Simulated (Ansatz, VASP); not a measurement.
# Ru: VASP beside Ansatz

```
Ru
1.0
    -1.50036    1.50036    1.50036
     1.50036   -1.50036    1.50036
     1.50036    1.50036   -1.50036
Ru
1
Direct
  0.00000 0.00000 0.00000
```

Alike in both runs: task single point; functional LDA; k mesh 15 × 15 × 15; occupations fermi-dirac, width 0.1 eV; non-collinear spin, spin-orbit coupling.

|  | VASP | Ansatz |
| --- | --- | --- |
| version | VASP 6.6.1 | Ansatz 0.2.0 |
| potentials or method | VASP PAW LDA potentials, release 64 (Ru_pv), cutoff 520 eV | plane waves (420 eV) with PAW, fully relativistic with spin-orbit coupling |
| valence electrons in the cell | 14 | 16 |

```csv
,VASP,Ansatz,Ansatz less VASP
net moment per atom (μB),0.00,0.00,0.000
```

Ansatz warns that its potentials were made for another functional, while VASP's fit it. LDA's correlation is that of Perdew and Zunger in VASP and of Perdew and Wang (1992) in Ansatz. VASP's potentials hold 14 valence electrons a cell and Ansatz's 16, so a difference there can come from the potentials and not from the codes.
